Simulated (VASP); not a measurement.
Write the native input for VASP 6.6.1 that does the following.

| Item | Value |
| --- | --- |
| Task | single point |
| Functional | PBEsol |
| Potentials or basis | VASP PAW PBE potentials, release 64 (Ta_pv, C) |
| Cutoff | 520 eV |
| k mesh | 18 × 18 × 8 |
| Occupations | fermi-dirac, width 0.15 eV |
| Spin | no spin polarisation |
| Dipole correction | no |
| Further INCAR settings | ALGO = Normal; EDIFF = 1e-06; NBANDS = 20 |

The structure of Ta2C lies in POSCAR:

```
Ta2C
1.0
    3.1165336135      0.0000000000      0.0000000000
   -1.5582668068      2.6989972810      0.0000000000
    0.0000000000      0.0000000000      4.9522982770
Ta C
2 1
Direct
    0.3333333333      0.6666666667      0.2516672662
    0.6666666667      0.3333333333      0.7483327338
    0.0000000000      0.0000000000      0.0000000000
```

These files were run (other wordings do the same):

INCAR

```
PREC = Accurate ; ENCUT = 520
EDIFF = 1E-6 ; ISMEAR = -1
SIGMA = 0.15 ; LREAL = F
LASPH = T ; NELM = 100
ALGO = Normal ; ISIF = 2
LWAVE = F ; LCHARG = T
GGA = PS ; LELF = T
LVHAR = T ; NBANDS = 20
```

KPOINTS

```
Automatic mesh
0
Gamma
  18 18 8
```

Potentials or basis: VASP PAW PBE potentials, release 64 (Ta_pv, C).

Launch:

```console
$ cat potpaw_PBE.64/Ta_pv/POTCAR potpaw_PBE.64/C/POTCAR > POTCAR
$ mpirun -np 1 vasp_std > vasp.out
```

Results of the run:

| Item | Value |
| --- | --- |
| Pressure | -4.7 GPa |
| Largest force | 0.042 eV/Å |
| Band gap on the k mesh | zero (bands 13 and 14 overlap by 0.78 eV) |

Caveat: the cell stands under tension; the PAW data sets were made with another functional, which shifts forces and pressure a little; spin-orbit coupling is left out, which moves the levels of the heavy elements.

Wall time 4.3 min on 1 thread of Intel Xeon 8259CL, on a shared host, peak memory 0.32 GiB.
